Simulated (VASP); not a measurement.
Write the native input for VASP 6.6.1 that does the following.

```yaml
Task: single point
Functional: LDA
Potentials_or_basis: VASP PAW LDA potentials, release 64 (Al, P)
Cutoff: 500 eV
k_mesh: 10 × 10 × 10
Occupations: gaussian, width 0.02 eV
Spin: no spin polarisation
Dipole_correction: no
Further_INCAR_settings: ALGO = Normal; EDIFF = 1e-06; NBANDS = 11
```

The structure of AlP (l.bA) lies in POSCAR:

```
AlP
1.0
    0.0000000000      2.7168541446      2.7168541446
    2.7168541446      0.0000000000      2.7168541446
    2.7168541446      2.7168541446      0.0000000000
Al P
1 1
Direct
    0.0000000000      0.0000000000      0.0000000000
    0.2500000000      0.2500000000      0.2500000000
```

One way to write it, as run:

INCAR

```
  PREC = Accurate
  ENCUT = 500
  EDIFF = 1E-6
  ISMEAR = 0
  SIGMA = 0.02
  LREAL = F
  LASPH = T
  NELM = 120
  ALGO = Normal
  ISIF = 2
  LWAVE = F
  LCHARG = F
  GGA = CA
  NBANDS = 11
  GGA_COMPAT = F
```

KPOINTS

```
Automatic mesh
0
Gamma
  10 10 10
```

Potentials or basis: VASP PAW LDA potentials, release 64 (Al, P).

Command:

```bash
$ cat potpaw_LDA.64/Al/POTCAR potpaw_LDA.64/P/POTCAR > POTCAR
$ mpirun -np 1 vasp_std > vasp.out
```

It gave:

The pressure is 0.1 GPa. The band gap on the k mesh is 1.41 eV, indirect (least direct gap 3.24 eV).

It took 13 s on 1 thread of AMD EPYC 7R43 64-Core Processor (Zen 3) (shared host), peak memory 0.1 GiB.
